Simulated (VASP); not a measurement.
# Pb (P6/mmm) in VASP: a series of runs

Pb is run at these levels: PBEsol; tasks: relaxation of cell and atoms, single point.

Program: VASP 6.6.1. These are calculated values, not measurements. Logs are shortened: lines on timing, memory, paths and dates and some standing lists are left out, and cuts for length are marked.

### 1 The cell of the first run

The structure is hexagonal, space group P6/mmm (No. 191). Conventional cell: a = 5.591 Å, b = 5.591 Å, c = 3.304 Å, α = 90.00°, β = 90.00°, γ = 120.00°. Pb (site symmetry 6/mmm) has 14 Pb at 3.30 to 3.63 Å within 4.3 Å. Pb (site symmetry -6m2) has 11 Pb at 3.23 to 3.63 Å within 4.2 Å.

### 2 Relaxation of cell and atoms, PBEsol

Contents of INCAR:

```
ALGO     = Fast           # electronic algorithm
EDIFF    = 1E-6           # SCF threshold, eV
EDIFFG   = -0.01          # ionic threshold
ENCUT    = 600            # plane-wave cutoff, eV
GGA      = PS             # functional
IBRION   = 2              # ionic algorithm
ISIF     = 3              # what is computed and relaxed
ISMEAR   = 0              # smearing method
LASPH    = True           # aspherical terms in the spheres
LCHARG   = False          # write CHGCAR
LREAL    = False          # projectors in reciprocal space
LWAVE    = False          # write WAVECAR
NELM     = 80             # most SCF steps
NSW      = 100            # ionic steps
PREC     = Accurate       # precision mode
SIGMA    = 0.1            # smearing width, eV
```

Contents of KPOINTS:

```
k-points
0
Gamma
  9 9 14
```

Contents of POSCAR:

```
Pb
1.0
    5.5911051584      0.0000000000      0.0000000000
   -2.7955525792      4.8420391024      0.0000000000
    0.0000000000      0.0000000000      3.3042939933
Pb
3
Direct
    0.0000000000      0.0000000000      0.0000000000
    0.3333333333      0.6666666667      0.5000000000
    0.6666666667      0.3333333333      0.5000000000
```

Potentials or basis: VASP PAW PBE potentials, release 64 (Pb_d).

Run with:

```
$ cat potpaw_PBE.64/Pb_d/POTCAR > POTCAR
$ mpirun -np 1 vasp_std > vasp.out
```

OUTCAR:

```text
EDIFF = 1E-6
   EDIFFG = -0.01
   ENCUT = 600
   GGA = PS
   IBRION = 2
   ISIF = 3
   ISMEAR = 0
   LASPH = True
   LREAL = False
   NELM = 80
   NSW = 100
   PREC = Accurate

 ion  position               nearest neighbor table
   1  0.000  0.000  0.000-   2 3.63   3 3.63   2 3.63   3 3.63   2 3.63   2 3.63   3 3.63   3 3.63
                             3 3.63   3 3.63   2 3.63   2 3.63
   2  0.333  0.667  0.500-   3 3.23   3 3.23   3 3.23   1 3.63   1 3.63   1 3.63   1 3.63   1 3.63
                             1 3.63
   3  0.667  0.333  0.500-   2 3.23   2 3.23   2 3.23   1 3.63   1 3.63   1 3.63   1 3.63   1 3.63
                             1 3.63

  LATTYP: Found a hexagonal cell.
 ALAT       =     5.5911051584
 C/A-ratio  =     0.5909912083

  Lattice vectors:

 A1 = (   5.5911051584,   0.0000000000,   0.0000000000)
 A2 = (  -2.7955525792,   4.8420391024,   0.0000000000)
 A3 = (   0.0000000000,   0.0000000000,   3.3042939933)

Analysis of symmetry for initial positions (statically):
=====================================================================
 Subroutine PRICEL returns:
 Original cell was already a primitive cell.

 Routine SETGRP: Setting up the symmetry group for a
 hexagonal supercell.

 Subroutine GETGRP returns: Found 24 space group operations
 (whereof 24 operations were pure point group operations)
 out of a pool of 24 trial point group operations.

The static configuration has the point symmetry D_6h.

Analysis of symmetry for dynamics (positions and initial velocities):
=====================================================================
 Subroutine PRICEL returns:
 Original cell was already a primitive cell.

 Routine SETGRP: Setting up the symmetry group for a
 hexagonal supercell.

 Subroutine GETGRP returns: Found 24 space group operations
 (whereof 24 operations were pure point group operations)
 out of a pool of 24 trial point group operations.

The dynamic configuration has the point symmetry D_6h.

 Subroutine INISYM returns: Found 24 space group operations
 (whereof 24 operations are pure point group operations),
 and found     1 'primitive' translations

----------------------------------------------------------------------------------------

                                     Primitive cell

  volume of cell :      89.4550

  direct lattice vectors                    reciprocal lattice vectors
     5.591105158  0.000000000  0.000000000     0.178855516  0.103262281  0.000000000
    -2.795552579  4.842039102  0.000000000     0.000000000  0.206524561  0.000000000
     0.000000000  0.000000000  3.304293993     0.000000000  0.000000000  0.302636509

  length of vectors
     5.591105158  5.591105158  3.304293993     0.206524561  0.206524561  0.302636509

  position of ions in fractional coordinates (direct lattice)
     0.000000000  0.000000000  0.000000000
     0.333333333  0.666666667  0.500000000
     0.666666667  0.333333333  0.500000000

  ion indices of the primitive-cell ions
   primitive index   ion index
                 1           1
                 2           2
                 3           3

----------------------------------------------------------------------------------------

 KPOINTS: k-points

Automatic generation of k-mesh.
 Grid dimensions read from file:
 generate k-points for:    9    9   14

 Generating k-lattice:

  Cartesian coordinates                     Fractional coordinates (reciprocal lattice)
     0.019872835  0.011473587  0.000000000     0.111111111 -0.000000000  0.000000000
     0.000000000  0.022947173  0.000000000     0.000000000  0.111111111  0.000000000
     0.000000000  0.000000000  0.021616894     0.000000000  0.000000000  0.071428571

  Length of vectors
     0.022947173  0.022947173  0.021616894

  Shift w.r.t. Gamma in fractional coordinates (k-lattice)
     0.000000000  0.000000000  0.000000000

 Subroutine IBZKPT returns following result:
 ===========================================

 Found     96 irreducible k-points:

 Following reciprocal coordinates:
            Coordinates               Weight
  0.000000  0.000000  0.000000      1.000000
  0.111111 -0.000000  0.000000      6.000000
  0.222222  0.000000  0.000000      6.000000
  0.333333  0.000000  0.000000      6.000000
  0.444444  0.000000  0.000000      6.000000
  0.111111  0.111111  0.000000      6.000000
[... 16 lines left out ...]
  0.333333  0.222222  0.071429     24.000000
  0.333333  0.333333  0.071429      4.000000
 [... further k-points ...]
   k-points           NKPTS =     96   k-points in BZ     NKDIM =     96   number of bands    NBANDS=     25
   number of dos      NEDOS =    301   number of ions     NIONS =      3
   total plane-waves  NPLWV =  64512
   dimension x,y,z NGX =    48 NGY =   48 NGZ =   28
   dimension x,y,z NGXF=    96 NGYF=   96 NGZF=   56
   ions per type =               3
   NGX,Y,Z   is equivalent  to a cutoff of  14.27, 14.27, 14.09 a.u.
   NGXF,Y,Z  is equivalent  to a cutoff of  28.54, 28.54, 28.17 a.u.
 SYSTEM =  unknown system
   PREC   = accura    normal or accurate (medium, high low for compatibility)
   ISTART =      0    job   : 0-new  1-cont  2-samecut
   ICHARG =      2    charge: 1-file 2-atom 10-const
   ISPIN  =      1    spin polarized calculation?
   LNONCOLLINEAR =      F non collinear calculations
   LSORBIT =      F    spin-orbit coupling
   LASPH  =      T    aspherical Exc in radial PAW
   ENCUT  =  600.0 eV  44.10 Ry    6.64 a.u.  11.17 11.17  6.60*2*pi/ulx,y,z
   NELM   =     80;   NELMIN=  2; NELMDL= -5     # of ELM steps
   EDIFF  = 0.1E-05   stopping-criterion for ELM
   LREAL  =      F    real-space projection
   EDIFFG = -.1E-01   stopping-criterion for IOM
   NSW    =    100    number of steps for IOM
   IBRION =      2    ionic relax: 0-MD 1-quasi-New 2-CG
   NFREE  =      1    steps in history (QN), initial steepest desc. (CG)
   ISIF   =      3    stress and relaxation
   ISYM   =      2    0-nonsym 1-usesym 2-fastsym
   POTIM  = 0.5000    time-step for ionic-motion
   TEBEG  =    0.0;   TEEND  =   0.0 temperature during run
   PSTRESS=    0.0 pullay stress
   NELECT =      42.0000    total number of electrons
   NUPDOWN=      -1.0000    fix difference up-down
   EMIN   =  10.00;   EMAX   =-10.00  energy-range for DOS
   EFERMI =   0.00;   METHOD = LEGACY
   ISMEAR =     0;   SIGMA  =   0.10  broadening in eV -4-tet -1-fermi 0-gaus
   EFERMI_NEDOS =   21; number of points for ismear=-14 and -15
   IALGO  =     68    algorithm
   IMIX   =      4    mixing-type and parameters
     AMIX     =   0.40;   BMIX     =  1.00
     AMIX_MAG =   1.60;   BMIX_MAG =  1.00
  volume/ion in A,a.u.               =      29.82       201.22
  Fermi-wavevector in a.u.,A,eV,Ry     =   1.272398  2.404484 22.027794  1.618997
  Thomas-Fermi vector in A             =   2.405279
   LORBIT       =      0    0 simple, 1 ext, 2 COOP (PROOUT), +10 PAW based schemes
   GGA     = PS    functional components
   LHFCALC =     F    Hartree Fock is set to
   AEXX    =    0.0000 exact exchange contribution
   IVDW    =     0    specifies the selected vdW correction
   LEPSILON=     F    determine dielectric tensor
   LRPA    =     F    only Hartree local field effects (RPA)
 conjugate gradient relaxation of ions
 non-spin polarized calculation
 RMM-DIIS sequential band-by-band and
 Gauss-broadening in eV      SIGMA  =   0.10
  energy-cutoff  :      600.00
  volume of cell :       89.46
 maximum number of plane-waves:      3025
 NGX is ok and might be reduce to    48
   NGX = 23   NGY = 23   NGZ = 13

--------------------------------------- Ionic step        1  -------------------------------------------

 number of electron      41.9999997 magnetization

 Free energy of the ion-electron system (eV)
  ---------------------------------------------------
  ext. energy  EPLUGINS =         0.00000000
  ---------------------------------------------------
  free energy    TOTEN  =       -11.84012680 eV

  energy without entropy =      -11.83219266  energy(sigma->0) =      -11.83615973

------------------------ aborting loop because EDIFF is reached ----------------------------------------

  FORCE on cell =-STRESS in cart. coord.  units (eV):
  Direction    XX          YY          ZZ          XY          YZ          ZX
  --------------------------------------------------------------------------------------
  -------------------------------------------------------------------------------------
  Total        0.0078536      0.0078536      0.6227921     -0.0000000      0.0000000      0.0000000
  in kB        0.1406616      0.1406616     11.1544718     -0.0000000      0.0000000      0.0000000
  external PRESSURE =       3.8119317 kB  Pullay stress =       0.0000000 kB

 VOLUME and BASIS-vectors are now :
 -----------------------------------------------------------------------------
  energy-cutoff  :      600.00
  volume of cell :       89.46
      direct lattice vectors                 reciprocal lattice vectors
     5.591105158  0.000000000  0.000000000     0.178855516  0.103262281  0.000000000
    -2.795552579  4.842039102  0.000000000     0.000000000  0.206524561  0.000000000
     0.000000000  0.000000000  3.304293993     0.000000000  0.000000000  0.302636509
[... 75 lines left out ...]
 POSITION                                       TOTAL-FORCE (eV/Angst)
 -----------------------------------------------------------------------------------
     -2.79601      4.84283      0.00000        -0.000000      0.000000      0.000000
     -0.00000      3.22856      1.67364         0.000000     -0.000000      0.000000
      2.79601      1.61428      1.67364        -0.000000      0.000000     -0.000000
 -----------------------------------------------------------------------------------
    total drift:                               -0.000000      0.000000     -0.000000

  FREE ENERGIE OF THE ION-ELECTRON SYSTEM (eV)
  ---------------------------------------------------
  free  energy   TOTEN  =       -11.8442508634 eV

  energy  without entropy=      -11.8363062471  energy(sigma->0) =      -11.84027856

--------------------------------------- Ionic step        4  -------------------------------------------

 number of electron      42.0000003 magnetization

 Free energy of the ion-electron system (eV)
  ---------------------------------------------------
  ext. energy  EPLUGINS =         0.00000000
  ---------------------------------------------------
  free energy    TOTEN  =       -11.84529117 eV

  energy without entropy =      -11.83718425  energy(sigma->0) =      -11.84123771

 E-fermi :   7.1633     XC(G=0): -10.3766

 val. band max:        7.1481456736   @ k =   0.2222   0.2222   0.3571
 cond. band min:       7.1960695233   @ k =   0.3333   0.0000   0.3571
 fundamental gap:      0.0479238496
 Fermi energy:         7.1633206009

 k-point     1 :       0.0000    0.0000    0.0000
  band No.  band energies     occupation
      1     -10.0476      2.00000
      2      -9.9202      2.00000
      3      -9.8447      2.00000
      4      -9.8447      2.00000
      5      -9.7713      2.00000
      6      -9.7713      2.00000
[... 17 lines left out ...]
     24      14.2269      0.00000
     25      14.9019      0.00000
[... 621 lines left out ...]
      3      -9.9183      2.00000
      4      -9.9061      2.00000
      5      -9.8387      2.00000
      6      -9.8387      2.00000
[... 17 lines left out ...]
     24      11.7185      0.00000
     25      12.2125      0.00000

 [... further k-points ...]
[... 5 lines left out ...]
  --------------------------------------------------------------------------------------
  -------------------------------------------------------------------------------------
  Total       -0.0299683     -0.0299683      0.0122021      0.0000000     -0.0000000     -0.0000000
  in kB       -0.5322470     -0.5322470      0.2167126      0.0000000     -0.0000000     -0.0000000
  external PRESSURE =      -0.2825938 kB  Pullay stress =       0.0000000 kB

 VOLUME and BASIS-vectors are now :
 -----------------------------------------------------------------------------
  energy-cutoff  :      600.00
  volume of cell :       90.21
      direct lattice vectors                 reciprocal lattice vectors
     5.569716835  0.000000000  0.000000000     0.179542341  0.103658819 -0.000000000
    -2.784858418  4.823516271  0.000000000    -0.000000000  0.207317638 -0.000000000
    -0.000000000  0.000000000  3.357859019    -0.000000000 -0.000000000  0.297808810

 POSITION                                       TOTAL-FORCE (eV/Angst)
 -----------------------------------------------------------------------------------
      5.56972      0.00000      0.00000        -0.000000      0.000000      0.000000
     -0.00000      3.21568      1.67893        -0.000000     -0.000000     -0.000000
      2.78486      1.60784      1.67893         0.000000      0.000000      0.000000
 -----------------------------------------------------------------------------------
    total drift:                               -0.000000      0.000000      0.000000

  FREE ENERGIE OF THE ION-ELECTRON SYSTEM (eV)
  ---------------------------------------------------
  free  energy   TOTEN  =       -11.8452911715 eV

  energy  without entropy=      -11.8371842460  energy(sigma->0) =      -11.84123771

 reached required accuracy - stopping structural energy minimisation
```

Wall time 5 min (1 thread of Intel Xeon 6975P-C (Granite Rapids), shared host); peak memory 0.39 GiB.

Results:

```yaml
Free_energy: -11.8453 eV
Relaxed_volume: 30.07 Å³/atom
Relaxed_cell: a = 5.570 Å, b = 5.570 Å, c = 3.358 Å, α = 90.00°, β = 90.00°, γ = 120.00°
Space_group_after_relaxing_to_0.05_Å: P6/mmm (No. 191)
Energy_gained_by_relaxing: 1.7 meV/atom
Ionic_steps: 4
Pressure_after_relaxing: 0.0 GPa
Band_gap_on_the_k_mesh: zero (band 21 reaches 9.04 eV, above the bottom of band 22 at 5.09 eV)
```

The path:
| step | energy change (eV) | largest force (eV/Å) | pressure (GPa) | volume (Å³) |
| --- | --- | --- | --- | --- |
| 1 | 0.0000 | 0.0000 | 0.38 | 89.46 |
| 2 | -0.0039 | 0.0000 | -0.11 | 90.37 |
| 3 | -0.0041 | 0.0000 | -0.27 | 90.65 |
| 4 | -0.0052 | 0.0000 | -0.03 | 90.21 |

Final structure:
```
Pb
1.0
     5.56972    0.00000    0.00000
    -2.78486    4.82352    0.00000
     0.00000    0.00000    3.35786
Pb
3
Direct
  0.00000 0.00000 0.00000
  0.33333 0.66667 0.50000
  0.66667 0.33333 0.50000
```

Caveat: the PAW data sets were made with another functional, which shifts forces and pressure a little; spin-orbit coupling is left out, which moves the levels of the heavy elements.

### 3 Single point, PBEsol

This run uses another cell than the first one, of 30.21 Å³/atom, 1.013 times its volume.

Contents of INCAR:

```
ALGO = Normal
EDIFF = 1E-6
ENCUT = 520
GGA = PS
ISIF = 2
ISMEAR = 0
LASPH = True
LCHARG = True
LELF = True
LREAL = False
LVHAR = True
LWAVE = False
NBANDS = 28
NELM = 60
PREC = Accurate
SIGMA = 0.1
```

Contents of KPOINTS:

```
k-points
0
Gamma
  3 3 6
```

Contents of POSCAR:

```
Pb
1.0
    5.6101997109      0.0000000000      0.0000000000
   -2.8050998554      4.8585754699      0.0000000000
    0.0000000000      0.0000000000      3.3249464229
Pb
3
Direct
    0.0000000000      0.0000000000      0.0000000000
    0.3333333333      0.6666666667      0.5000000000
    0.6666666667      0.3333333333      0.5000000000
```

Potentials or basis: VASP PAW PBE potentials, release 64 (Pb_d).

Run with:

```
$ cat potpaw_PBE.64/Pb_d/POTCAR > POTCAR
$ mpirun -np 1 vasp_std > vasp.out
```

Wall time 42 s (1 thread of AMD EPYC 7R13, shared host); peak memory 0.18 GiB.

Results (log left out):

| Property | Result |
| --- | --- |
| Free energy | -12.0594 eV |
| Pressure | -0.1 GPa |
| Band gap on the k mesh | zero (band 21 reaches 8.36 eV, above the bottom of band 22 at 5.01 eV) |

Levels at points of the mesh, in eV from the Fermi level:
| k point | band 18 | band 19 | band 20 | band 21 | band 22 | band 23 | band 24 | band 25 |
| --- | --- | --- | --- | --- | --- | --- | --- | --- |
| (0.00, 0.00, 0.00) | -7.45 | -2.46 | -2.46 | -2.35 | -2.35 | 3.11 | 7.08 | 7.30 |
| (0.00, 0.00, 0.50) | -5.36 | -2.47 | -1.65 | -0.68 | -0.52 | -0.52 | 0.75 | 0.75 |

Caveat: the k points lie up to 0.43 Å⁻¹ apart; the PAW data sets were made with another functional, which shifts forces and pressure a little; spin-orbit coupling is left out, which moves the levels of the heavy elements.
